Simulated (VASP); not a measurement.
Wanted: the native input for a VASP 6.6.1 run.

- Task: single point
- Functional: PBE
- Potentials or basis: VASP PAW PBE potentials, release 64 (Fe, O)
- Cutoff: 520 eV
- k mesh: 9 × 9 × 9
- Occupations: gaussian, width 0.1 eV
- Spin: collinear spin, ferromagnetic start
- Starting moments: [0.95, 0.95, 0.95, 0.95, 0.0, 0.0, 0.0, 0.0, 0.0, 0.0] μB
- Dipole correction: no
- Further INCAR settings: ALGO = Fast; EDIFF = 1e-06; NBANDS = 49

The structure of Fe2O3 lies in POSCAR:

```
Fe2O3
1.0
    2.2817376154      1.3173618265      4.2697810691
   -2.2817376154      1.3173618265      4.2697810691
    0.0000000000     -2.6347236530      4.2697810691
Fe O
4 6
Direct
    0.3449158653      0.3449158653      0.3449158653
    0.1550841347      0.1550841347      0.1550841347
    0.6550841347      0.6550841347      0.6550841347
    0.8449158653      0.8449158653      0.8449158653
    0.5678290462      0.9321709538      0.2500000000
    0.2500000000      0.5678290462      0.9321709538
    0.9321709538      0.2500000000      0.5678290462
    0.4321709538      0.0678290462      0.7500000000
    0.7500000000      0.4321709538      0.0678290462
    0.0678290462      0.7500000000      0.4321709538
```

These files were run (other wordings do the same):

INCAR

```
SYSTEM = Fe2O3
ALGO = Fast
EDIFF = 1E-6
ENCUT = 520
GGA = PE
ISIF = 2
ISMEAR = 0
ISPIN = 2
LASPH = .TRUE.
LCHARG = .FALSE.
LMAXMIX = 4
LORBIT = 11
LREAL = .FALSE.
LWAVE = .FALSE.
MAGMOM = 0.95 0.95 0.95 0.95 0 0 0 0 0 0
NBANDS = 49
NELM = 150
PREC = Accurate
SIGMA = 0.1
```

KPOINTS

```
k-points
0
G
  9 9 9
  0 0 0
```

Potentials or basis: VASP PAW PBE potentials, release 64 (Fe, O).

Command:

```bash
$ cat potpaw_PBE.64/Fe/POTCAR potpaw_PBE.64/O/POTCAR > POTCAR
$ mpirun -np 1 vasp_std > vasp.out
```

It gave:

```yaml
Pressure: 47.4 GPa
Largest_force: 0.042 eV/Å
Band_gap_on_the_k_mesh: zero (filled and empty bands overlap)
Net_moment: 4.00 μB per cell
Site_moments: Fe +0.91; O +0.05 μB
Valence_electrons_inside_the_program's_atomic_spheres: Fe 7.83; O 5.10
```

Caveat: the cell stands under pressure; semilocal functionals often make such compounds metallic where correlation or magnetic order opens a gap, which also shifts bond lengths; the run started ferromagnetic, and an antiferromagnetic order may lie lower in energy.

It took 27 min on 1 thread of Oxide Virtual Turin-like Processor, on a shared host, peak memory 0.55 GiB.
